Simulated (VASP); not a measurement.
# Bi (Fd-3m) in VASP: a series of runs

Runs on Bi. Level: RPBE. Tasks: single point.

All numbers are computed with VASP 6.6.1; they aren't measurements. Logs are shortened: lines on timing, memory, paths and dates and some standing lists are left out, and cuts for length are marked.

## Step 1: The cell of the first run

Symmetry: Fd-3m, No. 227, cubic system. Conventional cell: a = 7.073 Å, b = 7.073 Å, c = 7.073 Å, α = 90.00°, β = 90.00°, γ = 90.00°. Within 4.0 Å of Bi (site symmetry -43m) lie 4 Bi at 3.06 Å.

## Step 2: Single point, RPBE (volume scaled by 0.88)

The input, INCAR:

```
SYSTEM = Bi
PREC = Accurate
ENCUT = 520
EDIFF = 1E-6
ISMEAR = -1
SIGMA = 0.1
LREAL = .False.
LASPH = .True.
NELM = 80
ALGO = Normal
ISIF = 2
LWAVE = .False.
LCHARG = .False.
GGA = RP
NBANDS = 22
```

The input, KPOINTS:

```
Automatic mesh
0
Gamma
  8 8 8
  0 0 0
```

The input, POSCAR:

```
Bi
1.0
    0.0000000000      3.5364954226      3.5364954226
    3.5364954226      0.0000000000      3.5364954226
    3.5364954226      3.5364954226      0.0000000000
Bi
2
Direct
    0.1250000000      0.1250000000      0.1250000000
    0.8750000000      0.8750000000      0.8750000000
```

Potentials or basis: VASP PAW PBE potentials, release 64 (Bi_d).

Run with:

```sh
> cat potpaw_PBE.64/Bi_d/POTCAR > POTCAR
> mpirun -np 1 vasp_std > vasp.out
```

OUTCAR:

```text
SYSTEM = Bi
   PREC = Accurate
   ENCUT = 520
   EDIFF = 1E-6
   ISMEAR = -1
   LREAL = .False.
   LASPH = .True.
   NELM = 80
   ISIF = 2
   GGA = RP

 ion  position               nearest neighbor table
   1  0.125  0.125  0.125-   2 3.06   2 3.06   2 3.06   2 3.06
   2  0.875  0.875  0.875-   1 3.06   1 3.06   1 3.06   1 3.06

  LATTYP: Found a face centered cubic cell.
 ALAT       =     7.0729908452

  Lattice vectors:

 A1 = (   0.0000000000,   3.5364954226,   3.5364954226)
 A2 = (   3.5364954226,   0.0000000000,   3.5364954226)
 A3 = (   3.5364954226,   3.5364954226,   0.0000000000)

Analysis of symmetry for initial positions (statically):
=====================================================================
 Subroutine PRICEL returns:
 Original cell was already a primitive cell.

 Routine SETGRP: Setting up the symmetry group for a
 face centered cubic supercell.

 Subroutine GETGRP returns: Found 48 space group operations
 (whereof 12 operations were pure point group operations)
 out of a pool of 48 trial point group operations.

The static configuration has the point symmetry D_3d.
 The point group associated with its full space group is O_h .

Analysis of symmetry for dynamics (positions and initial velocities):
=====================================================================
 Subroutine PRICEL returns:
 Original cell was already a primitive cell.

 Routine SETGRP: Setting up the symmetry group for a
 face centered cubic supercell.

 Subroutine GETGRP returns: Found 48 space group operations
 (whereof 12 operations were pure point group operations)
 out of a pool of 48 trial point group operations.

The dynamic configuration has the point symmetry D_3d.
 The point group associated with its full space group is O_h .

 Subroutine INISYM returns: Found 48 space group operations
 (whereof 12 operations are pure point group operations),
 and found     1 'primitive' translations

----------------------------------------------------------------------------------------

                                     Primitive cell

  volume of cell :      88.4605

  direct lattice vectors                    reciprocal lattice vectors
     0.000000000  3.536495423  3.536495423    -0.141382906  0.141382906  0.141382906
     3.536495423  0.000000000  3.536495423     0.141382906 -0.141382906  0.141382906
     3.536495423  3.536495423  0.000000000     0.141382906  0.141382906 -0.141382906

  length of vectors
     5.001359790  5.001359790  5.001359790     0.244882377  0.244882377  0.244882377

  position of ions in fractional coordinates (direct lattice)
     0.125000000  0.125000000  0.125000000
     0.875000000  0.875000000  0.875000000

  ion indices of the primitive-cell ions
   primitive index   ion index
                 1           1
                 2           2

----------------------------------------------------------------------------------------

 KPOINTS: Automatic mesh

Automatic generation of k-mesh.
 Grid dimensions read from file:
 generate k-points for:    8    8    8

 Generating k-lattice:

  Cartesian coordinates                     Fractional coordinates (reciprocal lattice)
    -0.017672863  0.017672863  0.017672863     0.125000000  0.000000000  0.000000000
     0.017672863 -0.017672863  0.017672863     0.000000000  0.125000000  0.000000000
     0.017672863  0.017672863 -0.017672863     0.000000000  0.000000000  0.125000000

  Length of vectors
     0.030610297  0.030610297  0.030610297

  Shift w.r.t. Gamma in fractional coordinates (k-lattice)
     0.000000000  0.000000000  0.000000000

 Subroutine IBZKPT returns following result:
 ===========================================

 Found     29 irreducible k-points:

 Following reciprocal coordinates:
            Coordinates               Weight
  0.000000  0.000000  0.000000      1.000000
  0.125000  0.000000  0.000000      8.000000
  0.250000  0.000000  0.000000      8.000000
  0.375000  0.000000  0.000000      8.000000
  0.500000  0.000000  0.000000      4.000000
  0.125000  0.125000  0.000000      6.000000
[... 16 lines left out ...]
  0.500000  0.250000  0.125000     48.000000
 -0.375000  0.250000  0.125000     24.000000
 [... further k-points ...]
   k-points           NKPTS =     29   k-points in BZ     NKDIM =     29   number of bands    NBANDS=     22
   number of dos      NEDOS =    301   number of ions     NIONS =      2
   total plane-waves  NPLWV =  64000
   dimension x,y,z NGX =    40 NGY =   40 NGZ =   40
   dimension x,y,z NGXF=    80 NGYF=   80 NGZF=   80
   ions per type =               2
   NGX,Y,Z   is equivalent  to a cutoff of  13.30, 13.30, 13.30 a.u.
   NGXF,Y,Z  is equivalent  to a cutoff of  26.59, 26.59, 26.59 a.u.
 SYSTEM =  Bi
   PREC   = accura    normal or accurate (medium, high low for compatibility)
   ISTART =      0    job   : 0-new  1-cont  2-samecut
   ICHARG =      2    charge: 1-file 2-atom 10-const
   ISPIN  =      1    spin polarized calculation?
   LNONCOLLINEAR =      F non collinear calculations
   LSORBIT =      F    spin-orbit coupling
   LASPH  =      T    aspherical Exc in radial PAW
   ENCUT  =  520.0 eV  38.22 Ry    6.18 a.u.   9.30  9.30  9.30*2*pi/ulx,y,z
   NELM   =     80;   NELMIN=  2; NELMDL= -5     # of ELM steps
   EDIFF  = 0.1E-05   stopping-criterion for ELM
   LREAL  =      F    real-space projection
   EDIFFG = 0.1E-04   stopping-criterion for IOM
   NSW    =      0    number of steps for IOM
   IBRION =     -1    ionic relax: 0-MD 1-quasi-New 2-CG
   NFREE  =      0    steps in history (QN), initial steepest desc. (CG)
   ISIF   =      2    stress and relaxation
   ISYM   =      2    0-nonsym 1-usesym 2-fastsym
   POTIM  = 0.5000    time-step for ionic-motion
   TEBEG  =    0.0;   TEEND  =   0.0 temperature during run
   PSTRESS=    0.0 pullay stress
   NELECT =      30.0000    total number of electrons
   NUPDOWN=      -1.0000    fix difference up-down
   EMIN   =  10.00;   EMAX   =-10.00  energy-range for DOS
   EFERMI =   0.00;   METHOD = LEGACY
   ISMEAR =    -1;   SIGMA  =   0.10  broadening in eV -4-tet -1-fermi 0-gaus
   EFERMI_NEDOS =   21; number of points for ismear=-14 and -15
   IALGO  =     38    algorithm
   IMIX   =      4    mixing-type and parameters
     AMIX     =   0.40;   BMIX     =  1.00
     AMIX_MAG =   1.60;   BMIX_MAG =  1.00
  volume/ion in A,a.u.               =      44.23       298.48
  Fermi-wavevector in a.u.,A,eV,Ry     =   1.141648  2.157402 17.733286  1.303360
  Thomas-Fermi vector in A             =   2.278348
   LORBIT       =      0    0 simple, 1 ext, 2 COOP (PROOUT), +10 PAW based schemes
   GGA     = RP    functional components
   LHFCALC =     F    Hartree Fock is set to
   AEXX    =    0.0000 exact exchange contribution
   IVDW    =     0    specifies the selected vdW correction
   LEPSILON=     F    determine dielectric tensor
   LRPA    =     F    only Hartree local field effects (RPA)
 non-spin polarized calculation
  energy-cutoff  :      520.00
  volume of cell :       88.46
 maximum number of plane-waves:      2421
 NGX is ok and might be reduce to    40
   NGX = 19   NGY = 19   NGZ = 19

 number of electron      30.0000006 magnetization

 Free energy of the ion-electron system (eV)
  ---------------------------------------------------
  ext. energy  EPLUGINS =         0.00000000
  ---------------------------------------------------
  free energy    TOTEN  =        -6.63232592 eV

  energy without entropy =       -6.59065851  energy(sigma->0) =       -6.61149222

 E-fermi :   4.4824     XC(G=0):  -8.0659

 val. band max:        4.3778566969   @ k =  -0.3750   0.3750   0.1250
 cond. band min:       4.5380137369   @ k =  -0.3750   0.5000   0.1250
 fundamental gap:      0.1601570401
 Fermi energy:         4.4824331707

 k-point     1 :       0.0000    0.0000    0.0000
  band No.  band energies     occupation
      1     -18.4769      2.00000
      2     -18.4769      2.00000
      3     -18.4769      2.00000
      4     -18.4272      2.00000
      5     -18.4272      2.00000
      6     -18.2167      2.00000
[... 14 lines left out ...]
     21      11.5300      0.00000
     22      11.9474      0.00000

 k-point     2 :       0.1250    0.0000    0.0000
  band No.  band energies     occupation
      1     -18.4836      2.00000
      2     -18.4836      2.00000
      3     -18.4740      2.00000
      4     -18.4178      2.00000
      5     -18.4178      2.00000
      6     -18.2313      2.00000
[... 14 lines left out ...]
     21      10.8946      0.00000
     22      11.5516      0.00000

 k-point     3 :       0.2500    0.0000    0.0000
  band No.  band energies     occupation
      1     -18.4940      2.00000
      2     -18.4940      2.00000
      3     -18.4666      2.00000
      4     -18.4013      2.00000
      5     -18.4013      2.00000
      6     -18.2482      2.00000
[... 14 lines left out ...]
     21      10.6575      0.00000
     22      11.5168      0.00000

 k-point     4 :       0.3750    0.0000    0.0000
  band No.  band energies     occupation
      1     -18.5006      2.00000
      2     -18.5006      2.00000
      3     -18.4586      2.00000
      4     -18.3892      2.00000
      5     -18.3892      2.00000
      6     -18.2590      2.00000
[... 14 lines left out ...]
     21      11.0922      0.00000
     22      11.9474      0.00000

 k-point     5 :       0.5000    0.0000    0.0000
  band No.  band energies     occupation
      1     -18.5027      2.00000
      2     -18.5027      2.00000
      3     -18.4551      2.00000
      4     -18.3852      2.00000
      5     -18.3852      2.00000
      6     -18.2624      2.00000
[... 417 lines left out ...]
 k-point    22 :       0.3750    0.2500    0.1250
  band No.  band energies     occupation
      1     -18.5044      2.00000
      2     -18.5036      2.00000
      3     -18.4550      2.00000
      4     -18.3931      2.00000
      5     -18.3693      2.00000
      6     -18.2916      2.00000
[... 14 lines left out ...]
     21      11.4754      0.00000
     22      13.1180      0.00000

 k-point    23 :       0.5000    0.2500    0.1250
  band No.  band energies     occupation
      1     -18.5175      2.00000
      2     -18.5094      2.00000
      3     -18.4323      2.00000
      4     -18.3779      2.00000
      5     -18.3559      2.00000
      6     -18.3029      2.00000
[... 14 lines left out ...]
     21      11.8033      0.00000
     22      12.5073      0.00000

 k-point    24 :      -0.3750    0.2500    0.1250
  band No.  band energies     occupation
      1     -18.5226      2.00000
      2     -18.5114      2.00000
      3     -18.4213      2.00000
      4     -18.3666      2.00000
      5     -18.3563      2.00000
      6     -18.3003      2.00000
[... 14 lines left out ...]
     21      11.8208      0.00000
     22      12.1447      0.00000

 [... further k-points ...]

------------------------ aborting loop because EDIFF is reached ----------------------------------------

  FORCE on cell =-STRESS in cart. coord.  units (eV):
  Direction    XX          YY          ZZ          XY          YZ          ZX
  --------------------------------------------------------------------------------------
  -------------------------------------------------------------------------------------
  Total        2.3894555      2.3894555      2.3894555     -0.0000000      0.0000000      0.0000000
  in kB       43.2773079     43.2773079     43.2773079     -0.0000000      0.0000000      0.0000000
  external PRESSURE =      43.2773079 kB  Pullay stress =       0.0000000 kB

 VOLUME and BASIS-vectors are now :
 -----------------------------------------------------------------------------
  energy-cutoff  :      520.00
  volume of cell :       88.46
      direct lattice vectors                 reciprocal lattice vectors
     0.000000000  3.536495423  3.536495423    -0.141382906  0.141382906  0.141382906
     3.536495423  0.000000000  3.536495423     0.141382906 -0.141382906  0.141382906
     3.536495423  3.536495423  0.000000000     0.141382906  0.141382906 -0.141382906

 POSITION                                       TOTAL-FORCE (eV/Angst)
 -----------------------------------------------------------------------------------
      0.88412      0.88412      0.88412        -0.000000     -0.000000      0.000000
      6.18887      6.18887      6.18887         0.000000      0.000000     -0.000000
 -----------------------------------------------------------------------------------
    total drift:                                0.000000      0.000000     -0.000000

  FREE ENERGIE OF THE ION-ELECTRON SYSTEM (eV)
  ---------------------------------------------------
  free  energy   TOTEN  =        -6.6323259241 eV

  energy  without entropy=       -6.5906585129  energy(sigma->0) =       -6.61149222
```

Wall time 18 s (1 thread of Intel Xeon 6975P-C (Granite Rapids), shared host); peak memory 0.24 GiB.

Results:

```yaml
Free_energy: -6.6323 eV
Pressure: 4.3 GPa
Band_gap_on_the_k_mesh: zero (band 15 reaches 5.19 eV, above the bottom of band 16 at 4.04 eV)
```

Caveat: the PAW data sets were made with another functional, which shifts forces and pressure a little; spin-orbit coupling is left out, which moves the levels of the heavy elements.

## Step 3: Single point, RPBE (volume scaled by 0.92)

The input, INCAR:

```
  PREC = Accurate
  ENCUT = 520
  EDIFF = 1E-7
  ISMEAR = -1
  SIGMA = 0.1
  LREAL = F
  LASPH = T
  NELM = 60
  ALGO = Normal
  ISIF = 2
  LWAVE = F
  LCHARG = F
  GGA = RP
  NBANDS = 22
```

The input, KPOINTS:

```
regular mesh
0
Gamma
  8 8 8
```

The input, POSCAR:

```
Bi
1.0
    0.0000000000      3.5892867194      3.5892867194
    3.5892867194      0.0000000000      3.5892867194
    3.5892867194      3.5892867194      0.0000000000
Bi
2
Direct
    0.1250000000      0.1250000000      0.1250000000
    0.8750000000      0.8750000000      0.8750000000
```

Potentials or basis: VASP PAW PBE potentials, release 64 (Bi_d).

Run with:

```sh
> cat potpaw_PBE.64/Bi_d/POTCAR > POTCAR
> mpirun -np 1 vasp_std > vasp.out
```

OUTCAR:

```text
PREC = Accurate
   ENCUT = 520
   EDIFF = 1E-7
   ISMEAR = -1
   LREAL = F
   LASPH = T
   NELM = 60
   ISIF = 2
   GGA = RP

 ion  position               nearest neighbor table
   1  0.125  0.125  0.125-   2 3.11   2 3.11   2 3.11   2 3.11
   2  0.875  0.875  0.875-   1 3.11   1 3.11   1 3.11   1 3.11

  LATTYP: Found a face centered cubic cell.
 ALAT       =     7.1785734388

  Lattice vectors:

 A1 = (   0.0000000000,   3.5892867194,   3.5892867194)
 A2 = (   3.5892867194,   0.0000000000,   3.5892867194)
 A3 = (   3.5892867194,   3.5892867194,   0.0000000000)

Analysis of symmetry for initial positions (statically):
=====================================================================
 Subroutine PRICEL returns:
 Original cell was already a primitive cell.

 Routine SETGRP: Setting up the symmetry group for a
 face centered cubic supercell.

 Subroutine GETGRP returns: Found 48 space group operations
 (whereof 12 operations were pure point group operations)
 out of a pool of 48 trial point group operations.

[... 158 lines left out ...]
  ext. energy  EPLUGINS =         0.00000000
  ---------------------------------------------------
  free energy    TOTEN  =        -6.71909351 eV

  energy without entropy =       -6.67957620  energy(sigma->0) =       -6.69933486

 E-fermi :   4.0796     XC(G=0):  -7.8602

 val. band max:        3.9944864392   @ k =   0.2500   0.2500   0.0000
 cond. band min:       4.1383461850   @ k =  -0.3750   0.5000   0.1250
 fundamental gap:      0.1438597458
 Fermi energy:         4.0795865357

 k-point     1 :       0.0000    0.0000    0.0000
  band No.  band energies     occupation
      1     -18.8162      2.00000
      2     -18.8162      2.00000
      3     -18.8162      2.00000
      4     -18.7728      2.00000
      5     -18.7728      2.00000
      6     -18.5908      2.00000
[... 589 lines left out ...]
     21      11.3389      0.00000
     22      11.6610      0.00000

 [... further k-points ...]

------------------------ aborting loop because EDIFF is reached ----------------------------------------

  FORCE on cell =-STRESS in cart. coord.  units (eV):
  Direction    XX          YY          ZZ          XY          YZ          ZX
  --------------------------------------------------------------------------------------
  -------------------------------------------------------------------------------------
  Total        1.4681568      1.4681568      1.4681568      0.0000000      0.0000000      0.0000000
  in kB       25.4348136     25.4348136     25.4348136      0.0000000      0.0000000      0.0000000
  external PRESSURE =      25.4348136 kB  Pullay stress =       0.0000000 kB

 VOLUME and BASIS-vectors are now :
 -----------------------------------------------------------------------------
  energy-cutoff  :      520.00
  volume of cell :       92.48
      direct lattice vectors                 reciprocal lattice vectors
     0.000000000  3.589286719  3.589286719    -0.139303444  0.139303444  0.139303444
     3.589286719  0.000000000  3.589286719     0.139303444 -0.139303444  0.139303444
     3.589286719  3.589286719  0.000000000     0.139303444  0.139303444 -0.139303444

 POSITION                                       TOTAL-FORCE (eV/Angst)
 -----------------------------------------------------------------------------------
      0.89732      0.89732      0.89732        -0.000000      0.000000      0.000000
      6.28125      6.28125      6.28125         0.000000     -0.000000     -0.000000
 -----------------------------------------------------------------------------------
    total drift:                                0.000000      0.000000     -0.000000

  FREE ENERGIE OF THE ION-ELECTRON SYSTEM (eV)
  ---------------------------------------------------
  free  energy   TOTEN  =        -6.7190935127 eV

  energy  without entropy=       -6.6795762031  energy(sigma->0) =       -6.69933486
```

OSZICAR:

```text
N       E                     dE             d eps       ncg     rms          rms(c)
DAV:   1     0.301851829312E+03    0.30185E+03   -0.15850E+04  1276   0.149E+03
DAV:   2     0.190005972262E+02   -0.28285E+03   -0.27579E+03  1330   0.409E+02
DAV:   3    -0.582604243266E+01   -0.24827E+02   -0.24533E+02  1516   0.141E+02
DAV:   4    -0.668957590804E+01   -0.86353E+00   -0.86306E+00  1554   0.294E+01
DAV:   5    -0.672657049106E+01   -0.36995E-01   -0.36994E-01  1738   0.535E+00    0.112E+00
DAV:   6    -0.671994784239E+01    0.66226E-02   -0.16714E-02  1732   0.101E+00    0.689E-01
DAV:   7    -0.671747882039E+01    0.24690E-02   -0.20228E-02  1574   0.102E+00    0.110E-01
DAV:   8    -0.671875658950E+01   -0.12778E-02   -0.18454E-03  1364   0.247E-01    0.245E-02
DAV:   9    -0.671902747169E+01   -0.27088E-03   -0.34897E-04  1430   0.786E-02    0.154E-02
DAV:  10    -0.671908900005E+01   -0.61528E-04   -0.11184E-04  1312   0.442E-02    0.240E-03
DAV:  11    -0.671909286390E+01   -0.38638E-05   -0.82484E-06  1312   0.139E-02    0.121E-03
DAV:  12    -0.671909352325E+01   -0.65935E-06   -0.70868E-07  1098   0.601E-03    0.275E-04
DAV:  13    -0.671909351272E+01    0.10531E-07   -0.97843E-08  1198   0.290E-03
   1 F= -.67190935E+01 E0= -.66993349E+01  d E =-.395173E-01
```

It took 24 s on 1 thread of Intel Xeon 6975P-C (Granite Rapids), shared host; peak memory 0.25 GiB.

What came out:

```
Free energy            : -6.7191 eV
Pressure               : 2.5 GPa
Band gap on the k mesh : zero (band 15 reaches 4.72 eV, above the bottom of band 16 at 3.68 eV)
```

Caveat: the PAW data sets were made with another functional, which shifts forces and pressure a little; spin-orbit coupling is left out, which moves the levels of the heavy elements.
